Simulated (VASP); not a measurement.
# Al2O3 (I4_132) in VASP: further runs

The runs below take Al2O3 through relaxation of cell and atoms, with PBE.

Everything below comes from runs of VASP 6.6.1. Logs are shortened: lines on timing, memory, paths and dates and some standing lists are left out, and cuts for length are marked.

### Step 1. The cell of the first run

Symmetry: I4_132, No. 214, cubic system. The conventional cell has a = 9.137 Å, b = 9.137 Å, c = 9.137 Å, α = 90.00°, β = 90.00°, γ = 90.00°. Within 2.1 Å of Al (site symmetry 32) lie 3 O at 1.62 Å. O (site symmetry 222) has 2 Al at 1.62 Å within 2.1 Å.

The cell was built from a structure type or drawn by symmetry, and may not be a known phase.

### Step 2. Relaxation of cell and atoms, PBE

File INCAR:

```
PREC = Accurate
ENCUT = 600
EDIFF = 1E-6
ISMEAR = 0
SIGMA = 0.1
LREAL = F
LASPH = T
NELM = 100
ALGO = Normal
ISIF = 3
LWAVE = F
LCHARG = F
GGA = PE
IBRION = 2
NSW = 90
EDIFFG = -0.04
```

File KPOINTS:

```
Automatic mesh
0
Gamma
  4 4 4
```

File POSCAR:

```
Al2O3
1.0
   -4.5686009300      4.5686009300      4.5686009300
    4.5686009300     -4.5686009300      4.5686009300
    4.5686009300      4.5686009300     -4.5686009300
Al O
4 6
Direct
    0.7500000000      0.7500000000      0.7500000000
    0.5000000000      0.0000000000      0.7500000000
    0.0000000000      0.7500000000      0.5000000000
    0.7500000000      0.5000000000      0.0000000000
    0.6250000000      0.8750000000      0.7500000000
    0.8750000000      0.7500000000      0.6250000000
    0.7500000000      0.6250000000      0.8750000000
    0.2500000000      0.8750000000      0.6250000000
    0.6250000000      0.2500000000      0.8750000000
    0.8750000000      0.6250000000      0.2500000000
```

Potentials or basis: VASP PAW PBE potentials, release 64 (Al, O).

Run with:

```console
$ cat potpaw_PBE.64/Al/POTCAR potpaw_PBE.64/O/POTCAR > POTCAR
$ mpirun -np 1 vasp_std > vasp.out
```

OUTCAR:

```text
PREC = Accurate
   ENCUT = 600
   EDIFF = 1E-6
   ISMEAR = 0
   LREAL = F
   LASPH = T
   NELM = 100
   ISIF = 3
   GGA = PE
   IBRION = 2
   NSW = 90
   EDIFFG = -0.04

 ion  position               nearest neighbor table
   1  0.750  0.750  0.750-   5 1.62   6 1.62   7 1.62   2 3.23   3 3.23   4 3.23
   2  0.500  0.000  0.750-   5 1.62   8 1.62   9 1.62   1 3.23   4 3.23   3 3.23
   3  0.000  0.750  0.500-   6 1.62  10 1.62   8 1.62   1 3.23   4 3.23   2 3.23
   4  0.750  0.500  0.000-   7 1.62  10 1.62   9 1.62   3 3.23   1 3.23   2 3.23
   5  0.625  0.875  0.750-   1 1.62   2 1.62
   6  0.875  0.750  0.625-   1 1.62   3 1.62
   7  0.750  0.625  0.875-   1 1.62   4 1.62
   8  0.250  0.875  0.625-   2 1.62   3 1.62
   9  0.625  0.250  0.875-   2 1.62   4 1.62
  10  0.875  0.625  0.250-   3 1.62   4 1.62

  LATTYP: Found a body centered cubic cell.
 ALAT       =     9.1372018600

  Lattice vectors:

 A1 = (  -4.5686009300,   4.5686009300,   4.5686009300)
 A2 = (   4.5686009300,  -4.5686009300,   4.5686009300)
 A3 = (   4.5686009300,   4.5686009300,  -4.5686009300)

Analysis of symmetry for initial positions (statically):
=====================================================================
 Subroutine PRICEL returns:
 Original cell was already a primitive cell.

 Routine SETGRP: Setting up the symmetry group for a
 body centered cubic supercell.

 Subroutine GETGRP returns: Found 24 space group operations
 (whereof  3 operations were pure point group operations)
 out of a pool of 48 trial point group operations.

The static configuration has the point symmetry C_3 .
 The point group associated with its full space group is O   .

Analysis of symmetry for dynamics (positions and initial velocities):
=====================================================================
 Subroutine PRICEL returns:
 Original cell was already a primitive cell.

 Routine SETGRP: Setting up the symmetry group for a
 body centered cubic supercell.

 Subroutine GETGRP returns: Found 24 space group operations
 (whereof  3 operations were pure point group operations)
 out of a pool of 48 trial point group operations.

The dynamic configuration has the point symmetry C_3 .
 The point group associated with its full space group is O   .

 Subroutine INISYM returns: Found 24 space group operations
 (whereof  3 operations are pure point group operations),
 and found     1 'primitive' translations

----------------------------------------------------------------------------------------

                                     Primitive cell

  volume of cell :     381.4254

  direct lattice vectors                    reciprocal lattice vectors
    -4.568600930  4.568600930  4.568600930     0.000000000  0.109442695  0.109442695
     4.568600930 -4.568600930  4.568600930     0.109442695  0.000000000  0.109442695
     4.568600930  4.568600930 -4.568600930     0.109442695  0.109442695  0.000000000

  length of vectors
     7.913048930  7.913048930  7.913048930     0.154775344  0.154775344  0.154775344

  position of ions in fractional coordinates (direct lattice)
     0.750000000  0.750000000  0.750000000
     0.500000000  0.000000000  0.750000000
     0.000000000  0.750000000  0.500000000
     0.750000000  0.500000000  0.000000000
     0.625000000  0.875000000  0.750000000
     0.875000000  0.750000000  0.625000000
     0.750000000  0.625000000  0.875000000
     0.250000000  0.875000000  0.625000000
     0.625000000  0.250000000  0.875000000
     0.875000000  0.625000000  0.250000000

  ion indices of the primitive-cell ions
   primitive index   ion index
                 1           1
                 2           2
                 3           3
                 4           4
                 5           5
                 6           6
                 7           7
                 8           8
                 9           9
                10          10

----------------------------------------------------------------------------------------

 KPOINTS: Automatic mesh

Automatic generation of k-mesh.
 Grid dimensions read from file:
 generate k-points for:    4    4    4

 Generating k-lattice:

  Cartesian coordinates                     Fractional coordinates (reciprocal lattice)
     0.000000000  0.027360674  0.027360674     0.250000000  0.000000000  0.000000000
     0.027360674  0.000000000  0.027360674     0.000000000  0.250000000  0.000000000
     0.027360674  0.027360674  0.000000000     0.000000000  0.000000000  0.250000000

  Length of vectors
     0.038693836  0.038693836  0.038693836

  Shift w.r.t. Gamma in fractional coordinates (k-lattice)
     0.000000000  0.000000000  0.000000000

 Subroutine IBZKPT returns following result:
 ===========================================

 Found      8 irreducible k-points:

 Following reciprocal coordinates:
            Coordinates               Weight
  0.000000  0.000000  0.000000      1.000000
  0.250000  0.000000  0.000000     12.000000
  0.500000  0.000000  0.000000      6.000000
  0.250000  0.250000  0.000000     24.000000
  0.250000  0.250000  0.250000      2.000000
 -0.250000  0.250000  0.250000      6.000000
  0.500000  0.500000  0.250000     12.000000
  0.500000  0.500000  0.500000      1.000000
   k-points           NKPTS =      8   k-points in BZ     NKDIM =      8   number of bands    NBANDS=     30
   number of dos      NEDOS =    301   number of ions     NIONS =     10
   total plane-waves  NPLWV = 262144
   dimension x,y,z NGX =    64 NGY =   64 NGZ =   64
   dimension x,y,z NGXF=   128 NGYF=  128 NGZF=  128
   ions per type =               4   6
   NGX,Y,Z   is equivalent  to a cutoff of  13.45, 13.45, 13.45 a.u.
   NGXF,Y,Z  is equivalent  to a cutoff of  26.89, 26.89, 26.89 a.u.
 SYSTEM =  unknown system
   PREC   = accura    normal or accurate (medium, high low for compatibility)
   ISTART =      0    job   : 0-new  1-cont  2-samecut
   ICHARG =      2    charge: 1-file 2-atom 10-const
   ISPIN  =      1    spin polarized calculation?
   LNONCOLLINEAR =      F non collinear calculations
   LSORBIT =      F    spin-orbit coupling
   LASPH  =      T    aspherical Exc in radial PAW
   ENCUT  =  600.0 eV  44.10 Ry    6.64 a.u.  15.80 15.80 15.80*2*pi/ulx,y,z
   NELM   =    100;   NELMIN=  2; NELMDL= -5     # of ELM steps
   EDIFF  = 0.1E-05   stopping-criterion for ELM
   LREAL  =      F    real-space projection
   EDIFFG = -.4E-01   stopping-criterion for IOM
   NSW    =     90    number of steps for IOM
   IBRION =      2    ionic relax: 0-MD 1-quasi-New 2-CG
   NFREE  =      1    steps in history (QN), initial steepest desc. (CG)
   ISIF   =      3    stress and relaxation
   ISYM   =      2    0-nonsym 1-usesym 2-fastsym
   POTIM  = 0.5000    time-step for ionic-motion
   TEBEG  =    0.0;   TEEND  =   0.0 temperature during run
   PSTRESS=    0.0 pullay stress
   NELECT =      48.0000    total number of electrons
   NUPDOWN=      -1.0000    fix difference up-down
   EMIN   =  10.00;   EMAX   =-10.00  energy-range for DOS
   EFERMI =   0.00;   METHOD = LEGACY
   ISMEAR =     0;   SIGMA  =   0.10  broadening in eV -4-tet -1-fermi 0-gaus
   EFERMI_NEDOS =   21; number of points for ismear=-14 and -15
   IALGO  =     38    algorithm
   IMIX   =      4    mixing-type and parameters
     AMIX     =   0.40;   BMIX     =  1.00
     AMIX_MAG =   1.60;   BMIX_MAG =  1.00
  volume/ion in A,a.u.               =      38.14       257.40
  Fermi-wavevector in a.u.,A,eV,Ry     =   0.820387  1.550306  9.157191  0.673035
  Thomas-Fermi vector in A             =   1.931360
   LORBIT       =      0    0 simple, 1 ext, 2 COOP (PROOUT), +10 PAW based schemes
   GGA     = PE    functional components
   LHFCALC =     F    Hartree Fock is set to
   AEXX    =    0.0000 exact exchange contribution
   IVDW    =     0    specifies the selected vdW correction
   LEPSILON=     F    determine dielectric tensor
   LRPA    =     F    only Hartree local field effects (RPA)
 conjugate gradient relaxation of ions
 non-spin polarized calculation
 Gauss-broadening in eV      SIGMA  =   0.10
  energy-cutoff  :      600.00
  volume of cell :      381.43
 maximum number of plane-waves:     12838
   NGX = 31   NGY = 31   NGZ = 31

--------------------------------------- Ionic step        1  -------------------------------------------

 number of electron      48.0000029 magnetization

 Free energy of the ion-electron system (eV)
  ---------------------------------------------------
  ext. energy  EPLUGINS =         0.00000000
  ---------------------------------------------------
  free energy    TOTEN  =       -68.13485433 eV

  energy without entropy =      -68.13485433  energy(sigma->0) =      -68.13485433

------------------------ aborting loop because EDIFF is reached ----------------------------------------

  FORCE on cell =-STRESS in cart. coord.  units (eV):
  Direction    XX          YY          ZZ          XY          YZ          ZX
  --------------------------------------------------------------------------------------
  -------------------------------------------------------------------------------------
  Total       17.1437156     17.1437156     17.1437156     -0.0000000      0.0000000     -0.0000000
  in kB       72.0121659     72.0121659     72.0121659     -0.0000000      0.0000000     -0.0000000
  external PRESSURE =      72.0121659 kB  Pullay stress =       0.0000000 kB
[... 73 lines left out ...]
  energy  without entropy=      -68.4914801640  energy(sigma->0) =      -68.49148016

--------------------------------------- Ionic step        3  -------------------------------------------

 number of electron      47.9999962 magnetization

 Free energy of the ion-electron system (eV)
  ---------------------------------------------------
  ext. energy  EPLUGINS =         0.00000000
  ---------------------------------------------------
  free energy    TOTEN  =       -69.18025391 eV

  energy without entropy =      -69.18025391  energy(sigma->0) =      -69.18025391

 E-fermi :  -3.6844     XC(G=0):  -4.1521

 val. band max:       -4.1890809910   @ k =   0.2500   0.2500   0.0000
 cond. band min:      -0.1817058673   @ k =   0.0000   0.0000   0.0000
 fundamental gap:      4.0073751237
 Fermi energy:        -3.6844134581

 k-point     1 :       0.0000    0.0000    0.0000
  band No.  band energies     occupation
      1     -20.7654      2.00000
      2     -20.2834      2.00000
      3     -20.2834      2.00000
      4     -20.2834      2.00000
      5     -20.0120      2.00000
      6     -20.0120      2.00000
[... 290 lines left out ...]
  FREE ENERGIE OF THE ION-ELECTRON SYSTEM (eV)
  ---------------------------------------------------
  free  energy   TOTEN  =       -69.1802539082 eV

  energy  without entropy=      -69.1802539082  energy(sigma->0) =      -69.18025391

 reached required accuracy - stopping structural energy minimisation
```

Wall time 6.6 min (1 thread of Intel Xeon 6975P-C (Granite Rapids), shared host); peak memory 0.64 GiB.

Results:

* Free energy: -69.1803 eV
* Relaxed volume: 43.38 Å³/atom
* Relaxed cell: a = 8.260 Å, b = 8.260 Å, c = 8.260 Å, α = 109.47°, β = 109.47°, γ = 109.47°
* Space group after relaxing (to 0.1 Å): I4_132 (No. 214)
* Energy gained by relaxing: 104.5 meV/atom
* Ionic steps: 3
* Pressure after relaxing: -0.1 GPa
* Band gap on the k mesh: 4.01 eV (least direct gap 4.19 eV)

The path:
```tsv
step	energy change (eV)	largest force (eV/Å)	pressure (GPa)	volume (Å³)
1	0.0000	0.0000	7.20	381.43
2	-0.3566	0.0000	-3.96	484.11
3	-1.0454	0.0000	-0.07	433.79
```

Final structure:
```xyz
10
Lattice="-4.7688 4.7688 4.7688 4.7688 -4.7688 4.7688 4.7688 4.7688 -4.7688" Properties=species:S:1:pos:R:3 pbc="T T T"
Al    3.5766    3.5766    3.5766
Al    1.1922    5.9609   -1.1922
Al    5.9609   -1.1922    1.1922
Al   -1.1922    1.1922    5.9609
O     4.7688    2.3844    3.5766
O     2.3844    3.5766    4.7688
O     3.5766    4.7688    2.3844
O     5.9609    0.0000    2.3844
O     2.3844    5.9609    0.0000
O     0.0000    2.3844    5.9609
```

(Part 1 of 2 ends here.)
